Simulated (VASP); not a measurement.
# C (Pm-3m) in VASP: relaxation of cell and atoms with PBE

Aim: the relaxation of cell and atoms of C with PBE.

All numbers are computed with VASP 6.6.1; they aren't measurements. Logs are shortened: lines on timing, memory, paths and dates and some standing lists are left out, and cuts for length are marked.

## (1) The cell of the first run

It takes space group Pm-3m (No. 221, cubic). The conventional cell has a = 1.754 Å, b = 1.754 Å, c = 1.754 Å, α = 90.00°, β = 90.00°, γ = 90.00°. Within 2.3 Å of C (site symmetry m-3m) lie 6 C at 1.75 Å.

## (2) Relaxation of cell and atoms, PBE

Input file INCAR:

```
PREC = Accurate
ENCUT = 600
EDIFF = 1E-6
ISMEAR = 0
SIGMA = 0.1
LREAL = F
LASPH = T
NELM = 60
ALGO = Normal
ISIF = 3
LWAVE = F
LCHARG = F
GGA = PE
IBRION = 2
NSW = 100
EDIFFG = -0.01
```

Input file KPOINTS:

```
Automatic mesh
0
Gamma
  30 30 30
```

Input file POSCAR:

```
C
1.0
    1.7543200466      0.0000000000      0.0000000000
    0.0000000000      1.7543200466      0.0000000000
    0.0000000000      0.0000000000      1.7543200466
C
1
Direct
    0.0000000000      0.0000000000      0.0000000000
```

Potentials or basis: VASP PAW PBE potentials, release 64 (C).

On the command line:

```
cat potpaw_PBE.64/C/POTCAR > POTCAR
mpirun -np 1 vasp_std > vasp.out
```

OUTCAR:

```text
PREC = Accurate
   ENCUT = 600
   EDIFF = 1E-6
   ISMEAR = 0
   LREAL = F
   LASPH = T
   NELM = 60
   ISIF = 3
   GGA = PE
   IBRION = 2
   NSW = 100
   EDIFFG = -0.01

 ion  position               nearest neighbor table
   1  0.000  0.000  0.000-

  LATTYP: Found a simple cubic cell.
 ALAT       =     1.7543200466

  Lattice vectors:

 A1 = (   1.7543200466,   0.0000000000,   0.0000000000)
 A2 = (   0.0000000000,   1.7543200466,   0.0000000000)
 A3 = (   0.0000000000,   0.0000000000,   1.7543200466)

Analysis of symmetry for initial positions (statically):
=====================================================================
 Subroutine PRICEL returns:
 Original cell was already a primitive cell.

 Routine SETGRP: Setting up the symmetry group for a
 simple cubic supercell.

 Subroutine GETGRP returns: Found 48 space group operations
 (whereof 48 operations were pure point group operations)
 out of a pool of 48 trial point group operations.

The static configuration has the point symmetry O_h .

Analysis of symmetry for dynamics (positions and initial velocities):
=====================================================================
 Subroutine PRICEL returns:
 Original cell was already a primitive cell.

 Routine SETGRP: Setting up the symmetry group for a
 simple cubic supercell.

 Subroutine GETGRP returns: Found 48 space group operations
 (whereof 48 operations were pure point group operations)
 out of a pool of 48 trial point group operations.

The dynamic configuration has the point symmetry O_h .

 Subroutine INISYM returns: Found 48 space group operations
 (whereof 48 operations are pure point group operations),
 and found     1 'primitive' translations

----------------------------------------------------------------------------------------

                                     Primitive cell

  volume of cell :       5.3992

  direct lattice vectors                    reciprocal lattice vectors
     1.754320047  0.000000000  0.000000000     0.570021418  0.000000000  0.000000000
     0.000000000  1.754320047  0.000000000     0.000000000  0.570021418  0.000000000
     0.000000000  0.000000000  1.754320047     0.000000000  0.000000000  0.570021418

  length of vectors
     1.754320047  1.754320047  1.754320047     0.570021418  0.570021418  0.570021418

  position of ions in fractional coordinates (direct lattice)
     0.000000000  0.000000000  0.000000000

  ion indices of the primitive-cell ions
   primitive index   ion index
                 1           1

----------------------------------------------------------------------------------------

 KPOINTS: Automatic mesh

Automatic generation of k-mesh.
 Grid dimensions read from file:
 generate k-points for:   30   30   30

 Generating k-lattice:

  Cartesian coordinates                     Fractional coordinates (reciprocal lattice)
     0.019000714  0.000000000  0.000000000     0.033333333  0.000000000  0.000000000
     0.000000000  0.019000714  0.000000000     0.000000000  0.033333333  0.000000000
     0.000000000  0.000000000  0.019000714     0.000000000  0.000000000  0.033333333

  Length of vectors
     0.019000714  0.019000714  0.019000714

  Shift w.r.t. Gamma in fractional coordinates (k-lattice)
     0.000000000  0.000000000  0.000000000

 Subroutine IBZKPT returns following result:
 ===========================================

 Found    816 irreducible k-points:

 Following reciprocal coordinates:
            Coordinates               Weight
  0.000000  0.000000  0.000000      1.000000
  0.033333  0.000000  0.000000      6.000000
  0.066667  0.000000  0.000000      6.000000
  0.100000  0.000000  0.000000      6.000000
  0.133333  0.000000  0.000000      6.000000
  0.166667  0.000000  0.000000      6.000000
[... 16 lines left out ...]
  0.233333  0.033333  0.000000     24.000000
  0.266667  0.033333  0.000000     24.000000
 [... further k-points ...]
   k-points           NKPTS =    816   k-points in BZ     NKDIM =    816   number of bands    NBANDS=      6
   number of dos      NEDOS =    301   number of ions     NIONS =      1
   total plane-waves  NPLWV =   2744
   dimension x,y,z NGX =    14 NGY =   14 NGZ =   14
   dimension x,y,z NGXF=    28 NGYF=   28 NGZF=   28
   ions per type =               1
   NGX,Y,Z   is equivalent  to a cutoff of  13.27, 13.27, 13.27 a.u.
   NGXF,Y,Z  is equivalent  to a cutoff of  26.53, 26.53, 26.53 a.u.
 SYSTEM =  unknown system
   PREC   = accura    normal or accurate (medium, high low for compatibility)
   ISTART =      0    job   : 0-new  1-cont  2-samecut
   ICHARG =      2    charge: 1-file 2-atom 10-const
   ISPIN  =      1    spin polarized calculation?
   LNONCOLLINEAR =      F non collinear calculations
   LSORBIT =      F    spin-orbit coupling
   LASPH  =      T    aspherical Exc in radial PAW
   ENCUT  =  600.0 eV  44.10 Ry    6.64 a.u.   3.50  3.50  3.50*2*pi/ulx,y,z
   NELM   =     60;   NELMIN=  2; NELMDL= -5     # of ELM steps
   EDIFF  = 0.1E-05   stopping-criterion for ELM
   LREAL  =      F    real-space projection
   EDIFFG = -.1E-01   stopping-criterion for IOM
   NSW    =    100    number of steps for IOM
   IBRION =      2    ionic relax: 0-MD 1-quasi-New 2-CG
   NFREE  =      1    steps in history (QN), initial steepest desc. (CG)
   ISIF   =      3    stress and relaxation
   ISYM   =      2    0-nonsym 1-usesym 2-fastsym
   POTIM  = 0.5000    time-step for ionic-motion
   TEBEG  =    0.0;   TEEND  =   0.0 temperature during run
   PSTRESS=    0.0 pullay stress
   NELECT =       4.0000    total number of electrons
   NUPDOWN=      -1.0000    fix difference up-down
   EMIN   =  10.00;   EMAX   =-10.00  energy-range for DOS
   EFERMI =   0.00;   METHOD = LEGACY
   ISMEAR =     0;   SIGMA  =   0.10  broadening in eV -4-tet -1-fermi 0-gaus
   EFERMI_NEDOS =   21; number of points for ismear=-14 and -15
   IALGO  =     38    algorithm
   IMIX   =      4    mixing-type and parameters
     AMIX     =   0.40;   BMIX     =  1.00
     AMIX_MAG =   1.60;   BMIX_MAG =  1.00
  volume/ion in A,a.u.               =       5.40        36.44
  Fermi-wavevector in a.u.,A,eV,Ry     =   1.481333  2.799313 29.855906  2.194347
  Thomas-Fermi vector in A             =   2.595256
   LORBIT       =      0    0 simple, 1 ext, 2 COOP (PROOUT), +10 PAW based schemes
   GGA     = PE    functional components
   LHFCALC =     F    Hartree Fock is set to
   AEXX    =    0.0000 exact exchange contribution
   IVDW    =     0    specifies the selected vdW correction
   LEPSILON=     F    determine dielectric tensor
   LRPA    =     F    only Hartree local field effects (RPA)
 conjugate gradient relaxation of ions
 non-spin polarized calculation
 Gauss-broadening in eV      SIGMA  =   0.10
  energy-cutoff  :      600.00
  volume of cell :        5.40
 maximum number of plane-waves:       192
   NGX =  7   NGY =  7   NGZ =  7

--------------------------------------- Ionic step        1  -------------------------------------------

 number of electron       4.0000001 magnetization

 Free energy of the ion-electron system (eV)
  ---------------------------------------------------
  ext. energy  EPLUGINS =         0.00000000
  ---------------------------------------------------
  free energy    TOTEN  =        -6.46250819 eV

  energy without entropy =       -6.46079975  energy(sigma->0) =       -6.46165397

------------------------ aborting loop because EDIFF is reached ----------------------------------------

  FORCE on cell =-STRESS in cart. coord.  units (eV):
  Direction    XX          YY          ZZ          XY          YZ          ZX
  --------------------------------------------------------------------------------------
  -------------------------------------------------------------------------------------
  Total        0.4455990      0.4455990      0.4455990     -0.0000000      0.0000000     -0.0000000
  in kB      132.2294998    132.2294998    132.2294998     -0.0000000      0.0000000     -0.0000000
  external PRESSURE =     132.2294998 kB  Pullay stress =       0.0000000 kB

 VOLUME and BASIS-vectors are now :
 -----------------------------------------------------------------------------
  energy-cutoff  :      600.00
  volume of cell :        5.40
      direct lattice vectors                 reciprocal lattice vectors
     1.754320047  0.000000000  0.000000000     0.570021418  0.000000000  0.000000000
     0.000000000  1.754320047  0.000000000     0.000000000  0.570021418  0.000000000
     0.000000000  0.000000000  1.754320047     0.000000000  0.000000000  0.570021418
[... 36 lines left out ...]
 POSITION                                       TOTAL-FORCE (eV/Angst)
 -----------------------------------------------------------------------------------
      0.00000      0.00000      0.00000         0.000000      0.000000      0.000000
 -----------------------------------------------------------------------------------
    total drift:                               -0.000000     -0.000000     -0.000000

  FREE ENERGIE OF THE ION-ELECTRON SYSTEM (eV)
  ---------------------------------------------------
  free  energy   TOTEN  =        -6.4662625192 eV

  energy  without entropy=       -6.4648731752  energy(sigma->0) =       -6.46556785

--------------------------------------- Ionic step        3  -------------------------------------------

 number of electron       4.0000000 magnetization

 Free energy of the ion-electron system (eV)
  ---------------------------------------------------
  ext. energy  EPLUGINS =         0.00000000
  ---------------------------------------------------
  free energy    TOTEN  =        -6.47057165 eV

  energy without entropy =       -6.46907277  energy(sigma->0) =       -6.46982221

 E-fermi :  10.8252     XC(G=0): -13.8039

 val. band max:       10.8124457595   @ k =   0.4000   0.4000   0.1667
 cond. band min:      10.8319028645   @ k =   0.2333   0.2333   0.0667
 fundamental gap:      0.0194571050
 Fermi energy:        10.8251596750

 k-point     1 :       0.0000    0.0000    0.0000
  band No.  band energies     occupation
      1     -11.2601      2.00000
      2      20.0937      0.00000
      3      20.0937      0.00000
      4      20.0937      0.00000
      5      36.2577      0.00000
      6      36.2577      0.00000

 k-point     2 :       0.0333    0.0000    0.0000
  band No.  band energies     occupation
      1     -11.2166      2.00000
      2      19.7597      0.00000
      3      20.1229      0.00000
      4      20.1229      0.00000
      5      36.3065      0.00000
      6      36.6201      0.00000
[... 181 lines left out ...]
 k-point    23 :       0.2333    0.0333    0.0000
  band No.  band energies     occupation
      1      -9.0921      2.00000
      2      10.7835      1.44390
      3      21.1223      0.00000
      4      21.4180      0.00000
      5      38.8545      0.00000
      6      40.9480      0.00000

 k-point    24 :       0.2667    0.0333    0.0000
  band No.  band energies     occupation
      1      -8.4441      2.00000
      2       9.0495      2.00000
      3      21.4680      0.00000
      4      21.7548      0.00000
      5      39.5370      0.00000
      6      40.8081      0.00000

 [... further k-points ...]

------------------------ aborting loop because EDIFF is reached ----------------------------------------

  FORCE on cell =-STRESS in cart. coord.  units (eV):
  Direction    XX          YY          ZZ          XY          YZ          ZX
  --------------------------------------------------------------------------------------
  -------------------------------------------------------------------------------------
  Total       -0.0006331     -0.0006331     -0.0006331      0.0000000      0.0000000      0.0000000
  in kB       -0.1811046     -0.1811046     -0.1811046      0.0000000      0.0000000      0.0000000
  external PRESSURE =      -0.1811046 kB  Pullay stress =       0.0000000 kB

 VOLUME and BASIS-vectors are now :
 -----------------------------------------------------------------------------
  energy-cutoff  :      600.00
  volume of cell :        5.60
      direct lattice vectors                 reciprocal lattice vectors
     1.775927403  0.000000000 -0.000000000     0.563086080  0.000000000 -0.000000000
    -0.000000000  1.775927403  0.000000000     0.000000000  0.563086080  0.000000000
     0.000000000  0.000000000  1.775927403     0.000000000  0.000000000  0.563086080

 POSITION                                       TOTAL-FORCE (eV/Angst)
 -----------------------------------------------------------------------------------
      0.00000      0.00000      0.00000        -0.000000      0.000000      0.000000
 -----------------------------------------------------------------------------------
    total drift:                               -0.000000     -0.000000     -0.000000

  FREE ENERGIE OF THE ION-ELECTRON SYSTEM (eV)
  ---------------------------------------------------
  free  energy   TOTEN  =        -6.4705716516 eV

  energy  without entropy=       -6.4690727691  energy(sigma->0) =       -6.46982221

 reached required accuracy - stopping structural energy minimisation
```

It took 9.4 s on 1 thread of Intel Xeon 6975P-C (Granite Rapids), shared host; peak memory 0.13 GiB.

Results:

| Item | Value |
| --- | --- |
| Free energy | -6.4706 eV |
| Relaxed volume | 5.60 Å³/atom |
| Relaxed cell | a = 1.776 Å, b = 1.776 Å, c = 1.776 Å, α = 90.00°, β = 90.00°, γ = 90.00° |
| Space group after relaxing (to 0.1 Å) | Pm-3m (No. 221) |
| Energy gained by relaxing | 8.1 meV/atom |
| Ionic steps | 3 |
| Pressure after relaxing | 0.0 GPa |
| Band gap on the k mesh | zero (bands 2 and 3 overlap by 12.11 eV) |

Step by step:
```csv
step,energy change (eV),largest force (eV/Å),pressure (GPa),volume (Å³)
1,0.0000,0.0000,13.22,5.40
2,-0.0038,0.0000,-8.87,5.75
3,-0.0081,0.0000,-0.02,5.60
```

Final structure:
```yaml
crystal:
  lattice:
    - [1.77593, 0.00000, 0.00000]
    - [0.00000, 1.77593, 0.00000]
    - [0.00000, 0.00000, 1.77593]
  atoms:
    - { symbol: C, position: [0.00000, 0.00000, 0.00000] }
```
